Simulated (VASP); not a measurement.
# Mg5Al3 (R-3m) in VASP: a series of runs

Runs on Mg5Al3. Level: LDA. Tasks: single point, relaxation of cell and atoms.

Program: VASP 6.6.1. These are calculated values, not measurements. Logs are shortened: lines on timing, memory, paths and dates and some standing lists are left out, and cuts for length are marked.

## Step 1: The cell of the first run

Symmetry: R-3m, No. 166, trigonal system. The conventional cell has a = 6.082 Å, b = 6.082 Å, c = 14.418 Å, α = 90.00°, β = 90.00°, γ = 120.00°. Within 3.9 Å of Mg (site symmetry 2/m) lie 8 Mg at 2.98 to 3.04 Å and 4 Al at 2.98 Å. Mg (site symmetry -3m) has 6 Mg at 2.98 Å and 6 Al at 3.04 Å within 3.9 Å. Mg (site symmetry -3m) has 6 Al at 2.98 Å and 6 Mg at 3.04 Å within 3.9 Å. Al (site symmetry 2/m) has 8 Mg at 2.98 to 3.04 Å and 4 Al at 3.04 Å within 3.9 Å.

## Step 2: Single point, LDA

The input, INCAR:

```
SYSTEM = Mg5Al3
PREC = Accurate
ENCUT = 600
EDIFF = 1E-6
ISMEAR = 0
SIGMA = 0.05
LREAL = .False.
LASPH = .True.
NELM = 120
ALGO = Normal
ISIF = 2
LWAVE = .False.
LCHARG = .False.
GGA = CA
NBANDS = 20
GGA_COMPAT = .False.
```

The input, KPOINTS:

```
regular mesh
0
Gamma
  5 5 5
  0 0 0
```

The input, POSCAR:

```
Mg5Al3
1.0
    0.0000000000      4.3006489462      4.3006489462
    4.3006489462      0.0000000000      4.3006489462
    4.2083377604      4.2083377604      0.0923111858
Mg Al
5 3
Direct
    0.0000000000      0.0000000000      0.0000000000
    0.0000000000      0.0000000000      0.5000000000
    0.0000000000      0.5000000000      0.0000000000
    0.5000000000      0.0000000000      0.0000000000
    0.5000000000      0.5000000000      0.0000000000
    0.0000000000      0.5000000000      0.5000000000
    0.5000000000      0.0000000000      0.5000000000
    0.5000000000      0.5000000000      0.5000000000
```

Potentials or basis: VASP PAW LDA potentials, release 64 (Mg, Al).

The run is started by

```
$ cat potpaw_LDA.64/Mg/POTCAR potpaw_LDA.64/Al/POTCAR > POTCAR
$ mpirun -np 1 vasp_std > vasp.out
```

OUTCAR:

```text
SYSTEM = Mg5Al3
   PREC = Accurate
   ENCUT = 600
   EDIFF = 1E-6
   ISMEAR = 0
   LREAL = .False.
   LASPH = .True.
   NELM = 120
   ISIF = 2
   GGA = CA

 ion  position               nearest neighbor table
   1  0.000  0.000  0.000-   2 2.98   2 2.98   6 2.98   7 2.98   6 2.98   7 2.98   3 3.04   5 3.04
                             4 3.04   4 3.04   5 3.04   3 3.04
   2  0.000  0.000  0.500-   1 2.98   1 2.98   3 2.98   4 2.98   3 2.98   4 2.98   7 3.04   6 3.04
                             8 3.04   6 3.04   7 3.04   8 3.04
   3  0.000  0.500  0.000-   6 2.98   2 2.98   6 2.98   8 2.98   2 2.98   8 2.98   1 3.04   1 3.04
                             4 3.04   4 3.04   5 3.04   5 3.04
   4  0.500  0.000  0.000-   7 2.98   2 2.98   7 2.98   8 2.98   8 2.98   2 2.98   3 3.04   5 3.04
                             1 3.04   1 3.04   5 3.04   3 3.04
   5  0.500  0.500  0.000-   8 2.98   6 2.98   7 2.98   8 2.98   7 2.98   6 2.98   1 3.04   4 3.04
                             3 3.04   1 3.04   3 3.04   4 3.04
   6  0.000  0.500  0.500-   3 2.98   1 2.98   3 2.98   5 2.98   1 2.98   5 2.98   8 3.04   2 3.04
                             7 3.04   2 3.04   7 3.04   8 3.04
   7  0.500  0.000  0.500-   4 2.98   1 2.98   4 2.98   5 2.98   5 2.98   1 2.98   8 3.04   6 3.04
                             8 3.04   2 3.04   2 3.04   6 3.04
   8  0.500  0.500  0.500-   5 2.98   3 2.98   4 2.98   5 2.98   4 2.98   3 2.98   2 3.04   7 3.04
                             7 3.04   2 3.04   6 3.04   6 3.04

  LATTYP: Found a trigonal (rhomboedric) cell.
 ALAT       =     5.9522041939
 COS(alpha) =     0.4779497072

  Lattice vectors:

 A1 = (   4.2083377604,  -0.0923111858,  -4.2083377604)
 A2 = (  -0.0923111858,   4.2083377604,  -4.2083377604)
 A3 = (   4.2083377604,   4.2083377604,   0.0923111858)

Analysis of symmetry for initial positions (statically):
=====================================================================
 Subroutine PRICEL returns:
 Original cell was already a primitive cell.

 Routine SETGRP: Setting up the symmetry group for a
 trigonal (rhombohedral) supercell.

 Subroutine GETGRP returns: Found 12 space group operations
 (whereof  4 operations were pure point group operations)
 out of a pool of 12 trial point group operations.

The static configuration has the point symmetry C_2h.
 The point group associated with its full space group is D_3d.

Analysis of symmetry for dynamics (positions and initial velocities):
=====================================================================
 Subroutine PRICEL returns:
 Original cell was already a primitive cell.

 Routine SETGRP: Setting up the symmetry group for a
 trigonal (rhombohedral) supercell.

 Subroutine GETGRP returns: Found 12 space group operations
 (whereof  4 operations were pure point group operations)
 out of a pool of 12 trial point group operations.

The dynamic configuration has the point symmetry C_2h.
 The point group associated with its full space group is D_3d.

 Subroutine INISYM returns: Found 12 space group operations
 (whereof  4 operations are pure point group operations),
 and found     1 'primitive' translations

----------------------------------------------------------------------------------------

                                     Primitive cell

  volume of cell :     153.9640

  direct lattice vectors                    reciprocal lattice vectors
     0.000000000  4.300648946  4.300648946    -0.117550780  0.114972268  0.117550780
     4.300648946  0.000000000  4.300648946     0.114972268 -0.117550780  0.117550780
     4.208337760  4.208337760  0.092311186     0.120129293  0.120129293 -0.120129293

  length of vectors
     6.082036067  6.082036067  5.952204194     0.202126184  0.202126184  0.208070038

  position of ions in fractional coordinates (direct lattice)
     0.000000000  0.000000000  0.000000000
     0.000000000  0.000000000  0.500000000
     0.000000000  0.500000000  0.000000000
     0.500000000  0.000000000  0.000000000
     0.500000000  0.500000000  0.000000000
     0.000000000  0.500000000  0.500000000
     0.500000000  0.000000000  0.500000000
     0.500000000  0.500000000  0.500000000

  ion indices of the primitive-cell ions
   primitive index   ion index
                 1           1
                 2           2
                 3           3
                 4           4
                 5           5
                 6           6
                 7           7
                 8           8

----------------------------------------------------------------------------------------

 KPOINTS: regular mesh

Automatic generation of k-mesh.
 Grid dimensions read from file:
 generate k-points for:    5    5    5

 Generating k-lattice:

  Cartesian coordinates                     Fractional coordinates (reciprocal lattice)
    -0.023510156  0.022994454  0.023510156     0.200000000  0.000000000  0.000000000
     0.022994454 -0.023510156  0.023510156     0.000000000  0.200000000  0.000000000
     0.024025859  0.024025859 -0.024025859     0.000000000  0.000000000  0.200000000

  Length of vectors
     0.040425237  0.040425237  0.041614008

  Shift w.r.t. Gamma in fractional coordinates (k-lattice)
     0.000000000  0.000000000  0.000000000

 Subroutine IBZKPT returns following result:
 ===========================================

 Found     19 irreducible k-points:

 Following reciprocal coordinates:
            Coordinates               Weight
  0.000000  0.000000  0.000000      1.000000
  0.200000  0.000000  0.000000      6.000000
  0.400000  0.000000  0.000000      6.000000
  0.200000  0.200000  0.000000      6.000000
  0.400000  0.200000 -0.000000     12.000000
 -0.400000  0.200000  0.000000     12.000000
[... 11 lines left out ...]
  0.000000  0.000000  0.400000      2.000000
 -0.200000  0.000000  0.400000      6.000000
   k-points           NKPTS =     19   k-points in BZ     NKDIM =     19   number of bands    NBANDS=     20
   number of dos      NEDOS =    301   number of ions     NIONS =      8
   total plane-waves  NPLWV = 120000
   dimension x,y,z NGX =    50 NGY =   50 NGZ =   48
   dimension x,y,z NGXF=   100 NGYF=  100 NGZF=   96
   ions per type =               5   3
   NGX,Y,Z   is equivalent  to a cutoff of  13.67, 13.67, 13.41 a.u.
   NGXF,Y,Z  is equivalent  to a cutoff of  27.33, 27.33, 26.81 a.u.
 SYSTEM =  Mg5Al3
   PREC   = accura    normal or accurate (medium, high low for compatibility)
   ISTART =      0    job   : 0-new  1-cont  2-samecut
   ICHARG =      2    charge: 1-file 2-atom 10-const
   ISPIN  =      1    spin polarized calculation?
   LNONCOLLINEAR =      F non collinear calculations
   LSORBIT =      F    spin-orbit coupling
   LASPH  =      T    aspherical Exc in radial PAW
   ENCUT  =  600.0 eV  44.10 Ry    6.64 a.u.  12.15 12.15 11.89*2*pi/ulx,y,z
   NELM   =    120;   NELMIN=  2; NELMDL= -5     # of ELM steps
   EDIFF  = 0.1E-05   stopping-criterion for ELM
   LREAL  =      F    real-space projection
[... 7 lines left out ...]
   TEBEG  =    0.0;   TEEND  =   0.0 temperature during run
   PSTRESS=    0.0 pullay stress
   NELECT =      19.0000    total number of electrons
   NUPDOWN=      -1.0000    fix difference up-down
   EMIN   =  10.00;   EMAX   =-10.00  energy-range for DOS
   EFERMI =   0.00;   METHOD = LEGACY
   ISMEAR =     0;   SIGMA  =   0.05  broadening in eV -4-tet -1-fermi 0-gaus
   EFERMI_NEDOS =   21; number of points for ismear=-14 and -15
   IALGO  =     38    algorithm
   IMIX   =      4    mixing-type and parameters
     AMIX     =   0.40;   BMIX     =  1.00
     AMIX_MAG =   1.60;   BMIX_MAG =  1.00
  volume/ion in A,a.u.               =      19.25       129.88
  Fermi-wavevector in a.u.,A,eV,Ry     =   0.815054  1.540229  9.038526  0.664313
  Thomas-Fermi vector in A             =   1.925072
   LORBIT       =      0    0 simple, 1 ext, 2 COOP (PROOUT), +10 PAW based schemes
   GGA     = CA    functional components
   LHFCALC =     F    Hartree Fock is set to
   AEXX    =    0.0000 exact exchange contribution
   IVDW    =     0    specifies the selected vdW correction
   LEPSILON=     F    determine dielectric tensor
   LRPA    =     F    only Hartree local field effects (RPA)
 non-spin polarized calculation
 Gauss-broadening in eV      SIGMA  =   0.05
  energy-cutoff  :      600.00
  volume of cell :      153.96
 maximum number of plane-waves:      5158
 NGX is ok and might be reduce to    50
   NGX = 25   NGY = 25   NGZ = 23

 number of electron      19.0000000 magnetization

 Free energy of the ion-electron system (eV)
  ---------------------------------------------------
  ext. energy  EPLUGINS =         0.00000000
  ---------------------------------------------------
  free energy    TOTEN  =       -21.39272988 eV

  energy without entropy =      -21.38791021  energy(sigma->0) =      -21.39032005

 E-fermi :   4.3576     XC(G=0):  -9.4577

 val. band max:        4.3173583165   @ k =   0.4000   0.4000  -0.0000
 cond. band min:       4.3725538716   @ k =   0.4000   0.4000  -0.0000
 fundamental gap:      0.0551955551
 Fermi energy:         4.3575771200

 k-point     1 :       0.0000    0.0000    0.0000
  band No.  band energies     occupation
      1      -4.3232      2.00000
      2       1.1040      2.00000
      3       1.1040      2.00000
      4       1.2586      2.00000
      5       1.6569      2.00000
      6       1.6569      2.00000
[... 12 lines left out ...]
     19      10.4527      0.00000
     20      10.6748      0.00000

 k-point     2 :       0.2000    0.0000    0.0000
  band No.  band energies     occupation
      1      -4.0877      2.00000
      2      -0.6025      2.00000
      3       0.7279      2.00000
      4       1.0882      2.00000
      5       1.5260      2.00000
      6       2.2895      2.00000
[... 12 lines left out ...]
     19      10.6802      0.00000
     20      11.4487      0.00000

 k-point     3 :       0.4000    0.0000    0.0000
  band No.  band energies     occupation
      1      -3.4026      2.00000
      2      -2.1542      2.00000
      3       0.4883      2.00000
      4       0.8208      2.00000
      5       1.4711      2.00000
      6       1.8405      2.00000
[... 12 lines left out ...]
     19       9.7844      0.00000
     20      10.4192      0.00000

 k-point     4 :       0.2000    0.2000    0.0000
  band No.  band energies     occupation
      1      -4.0106      2.00000
      2      -0.2045      2.00000
      3       0.1851      2.00000
      4       0.5893      2.00000
      5       0.9959      2.00000
      6       1.4946      2.00000
[... 12 lines left out ...]
     19       9.8874      0.00000
     20      10.7755      0.00000

 k-point     5 :       0.4000    0.2000   -0.0000
  band No.  band energies     occupation
      1      -3.4747      2.00000
      2      -1.5172      2.00000
      3      -0.5063      2.00000
      4       0.5728      2.00000
      5       0.8628      2.00000
      6       1.7598      2.00000
[... 12 lines left out ...]
     19       9.4729      0.00000
     20       9.5505      0.00000
[... 238 lines left out ...]
      6       2.0021      2.00000
[... 12 lines left out ...]
     19       9.1740      0.00000
     20       9.2716      0.00000

 k-point    17 :      -0.2000   -0.2000    0.2000
  band No.  band energies     occupation
      1      -3.5112      2.00000
      2      -0.9841      2.00000
      3      -0.5037      2.00000
      4      -0.0391      2.00000
      5       0.5554      2.00000
      6       2.1363      2.00000
[... 12 lines left out ...]
     19       9.3710      0.00000
     20       9.7743      0.00000

 k-point    18 :       0.0000    0.0000    0.4000
  band No.  band energies     occupation
      1      -3.5018      2.00000
      2      -1.6044      2.00000
      3       0.6091      2.00000
      4       0.6091      2.00000
      5       0.9730      2.00000
      6       1.4823      2.00000
[... 12 lines left out ...]
     19      10.5706      0.00000
     20      10.8286      0.00000

 k-point    19 :      -0.2000    0.0000    0.4000
  band No.  band energies     occupation
      1      -3.1448      2.00000
      2      -1.6587      2.00000
      3      -0.8903      2.00000
      4       0.1615      2.00000
      5       0.6575      2.00000
      6       2.2403      2.00000
[... 12 lines left out ...]
     19       9.2164      0.00000
     20       9.6714      0.00000

------------------------ aborting loop because EDIFF is reached ----------------------------------------

  FORCE on cell =-STRESS in cart. coord.  units (eV):
  Direction    XX          YY          ZZ          XY          YZ          ZX
  --------------------------------------------------------------------------------------
  -------------------------------------------------------------------------------------
  Total       -0.2670183     -0.2670183     -0.2670183      0.0101676     -0.0101676     -0.0101676
  in kB       -2.7786418     -2.7786418     -2.7786418      0.1058060     -0.1058060     -0.1058060
  external PRESSURE =      -2.7786418 kB  Pullay stress =       0.0000000 kB

 VOLUME and BASIS-vectors are now :
 -----------------------------------------------------------------------------
  energy-cutoff  :      600.00
  volume of cell :      153.96
      direct lattice vectors                 reciprocal lattice vectors
     0.000000000  4.300648946  4.300648946    -0.117550780  0.114972268  0.117550780
     4.300648946  0.000000000  4.300648946     0.114972268 -0.117550780  0.117550780
     4.208337760  4.208337760  0.092311186     0.120129293  0.120129293 -0.120129293

 POSITION                                       TOTAL-FORCE (eV/Angst)
 -----------------------------------------------------------------------------------
      0.00000      0.00000      0.00000        -0.000000     -0.000000     -0.000000
      2.10417      2.10417      0.04616         0.000000      0.000000      0.000000
      2.15032      0.00000      2.15032         0.000000      0.000000      0.000000
      0.00000      2.15032      2.15032        -0.000000      0.000000     -0.000000
      2.15032      2.15032      4.30065        -0.000000     -0.000000     -0.000000
      4.25449      2.10417      2.19648         0.000000      0.000000      0.000000
      2.10417      4.25449      2.19648         0.000000      0.000000      0.000000
      4.25449      4.25449      4.34680         0.000000      0.000000     -0.000000
 -----------------------------------------------------------------------------------
    total drift:                                0.000000      0.000000     -0.000000

  FREE ENERGIE OF THE ION-ELECTRON SYSTEM (eV)
  ---------------------------------------------------
  free  energy   TOTEN  =       -21.3927298830 eV

  energy  without entropy=      -21.3879102134  energy(sigma->0) =      -21.39032005
```

Wall time 38 s (1 thread of AMD EPYC 9R45 (Zen 5), shared host); peak memory 0.26 GiB.

What came out:

```
Free energy            : -21.3927 eV
Pressure               : -0.3 GPa
Band gap on the k mesh : zero (an odd number of electrons rules out a gap without spin polarisation)
```

Levels at points of the mesh, in eV from the Fermi level:
| k point | band 6 | band 7 | band 8 | band 9 | band 10 | band 11 | band 12 | band 13 | band 14 | band 15 |
| --- | --- | --- | --- | --- | --- | --- | --- | --- | --- | --- |
| (0.00, 0.00, 0.00) | -2.70 | -2.52 | -2.29 | -1.27 | -1.05 | -1.05 | -0.65 | 0.35 | 0.35 | 0.71 |

## Step 3: Relaxation of cell and atoms, LDA

This run uses another cell than the first one, of 20.58 Å³/atom.

The input, INCAR:

```
PREC     = Accurate       # precision mode
ENCUT    = 600            # plane-wave cutoff, eV
EDIFF    = 1E-7           # SCF threshold, eV
ISMEAR   = 0              # smearing method
SIGMA    = 0.05           # smearing width, eV
LREAL    = False          # projectors in reciprocal space
LASPH    = True           # aspherical terms in the spheres
NELM     = 120            # most SCF steps
ALGO     = Normal         # electronic algorithm
ISIF     = 3              # what is computed and relaxed
LWAVE    = False          # write WAVECAR
LCHARG   = False          # write CHGCAR
GGA      = CA             # functional
IBRION   = 2              # ionic algorithm
NSW      = 80             # ionic steps
EDIFFG   = -0.01          # ionic threshold
GGA_COMPAT= False        
NELMIN   = 4
```

The input, KPOINTS:

```
regular mesh
0
Gamma
  5 5 5
```

POSCAR: that of step 2 with these lines changed.

```diff
@@ -2,5 +2,5 @@
 1.0
-    0.0000000000      4.3006489462      4.3006489462
-    4.3006489462      0.0000000000      4.3006489462
-    4.2083377604      4.2083377604      0.0923111858
+    0.0000000000      4.3500000000      4.3500000000
+    4.3500000000      0.0000000000      4.3500000000
+    4.3500000000      4.3500000000      0.0000000000
 Mg Al
```

Potentials or basis: VASP PAW LDA potentials, release 64 (Mg, Al).

The run is started by

```
$ cat potpaw_LDA.64/Mg/POTCAR potpaw_LDA.64/Al/POTCAR > POTCAR
$ mpirun -np 1 vasp_std > vasp.out
```

Wall time 3 min (1 thread of AMD EPYC 9R45 (Zen 5), shared host); peak memory 0.28 GiB.

Results (log left out):

| Property | Result |
| --- | --- |
| Free energy | -21.3936 eV |
| Relaxed volume | 19.14 Å³/atom |
| Relaxed cell | a = 6.069 Å, b = 6.069 Å, c = 5.944 Å, α = 59.30°, β = 59.30°, γ = 60.00° |
| Space group after relaxing (to 0.1 Å) | R-3m (No. 166) |
| Energy gained by relaxing | 18.5 meV/atom |
| Ionic steps | 11 |
| Pressure after relaxing | 0.0 GPa |
| Band gap on the k mesh | zero (an odd number of electrons rules out a gap without spin polarisation) |

The path:
```tsv
step	energy change (eV)	largest force (eV/Å)	pressure (GPa)	volume (Å³)
1	0.0000	0.0000	-3.38	164.63
2	-0.1306	0.0000	-0.50	154.50
3	-0.1334	0.0000	0.03	152.95
4	-0.1333	0.0000	0.11	152.72
5	-0.1368	0.0000	0.11	152.71
6	-0.1470	0.0000	0.15	152.67
7	-0.1471	0.0000	0.20	152.65
8	-0.1474	0.0000	0.18	152.66
9	-0.1474	0.0000	0.17	152.66
10	-0.1476	0.0000	-0.11	153.48
11	-0.1477	0.0000	0.00	153.16
```

Final structure:
```xyz
8
Lattice="0.0000 4.2917 4.2917 4.2917 0.0000 4.2917 4.2024 4.2024 0.0893" Properties=species:S:1:pos:R:3 pbc="T T T"
Mg    0.0000    0.0000    0.0000
Mg    2.1012    2.1012    0.0447
Mg    2.1458    0.0000    2.1458
Mg    0.0000    2.1458    2.1458
Mg    2.1458    2.1458    4.2917
Al    4.2470    2.1012    2.1905
Al    2.1012    4.2470    2.1905
Al    4.2470    4.2470    4.3363
```

Levels at points of the mesh, in eV from the Fermi level:
| k point | band 8 | band 9 | band 10 | band 11 | band 12 | band 13 |
| --- | --- | --- | --- | --- | --- | --- |
| (0.00, 0.00, 0.00) | -2.29 | -1.27 | -1.05 | -1.05 | -0.66 | 0.35 |
